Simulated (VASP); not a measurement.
Write the native input for VASP 6.6.1 that does the following.

```
Task                   : single point
Functional             : LDA
Potentials or basis    : VASP PAW LDA potentials, release 64 (Ag)
Cutoff                 : 520 eV
k mesh                 : 17 × 17 × 17
Occupations            : fermi-dirac, width 0.1 eV
Spin                   : no spin polarisation
Dipole correction      : no
Further INCAR settings : ALGO = Normal; EDIFF = 1e-06; NBANDS = 12
```

The structure of Ag lies in POSCAR:

```
Ag
1.0
   -1.5910680314      1.5910680314      1.5910680314
    1.5910680314     -1.5910680314      1.5910680314
    1.5910680314      1.5910680314     -1.5910680314
Ag
1
Direct
    0.0000000000      0.0000000000      0.0000000000
```

This isn't the form of Ag at room conditions, which is fcc.

One way to write it, as run:

INCAR

```
PREC = Accurate
ENCUT = 520
EDIFF = 1E-6
ISMEAR = -1
SIGMA = 0.1
LREAL = False
LASPH = True
NELM = 80
ALGO = Normal
ISIF = 2
LWAVE = False
LCHARG = False
GGA = CA
NBANDS = 12
```

KPOINTS

```
regular mesh
0
Gamma
  17 17 17
```

Potentials or basis: VASP PAW LDA potentials, release 64 (Ag).

Run with:

```bash
$ cat potpaw_LDA.64/Ag/POTCAR > POTCAR
$ mpirun -np 1 vasp_std > vasp.out
```

Results of the run:

| Property | Result |
| --- | --- |
| Pressure | 0.1 GPa |
| Band gap on the k mesh | zero (an odd number of electrons rules out a gap without spin polarisation) |

Run time: 34 s on 1 thread of Intel Xeon 8259CL, with other jobs on the host, peak memory 0.14 GiB.
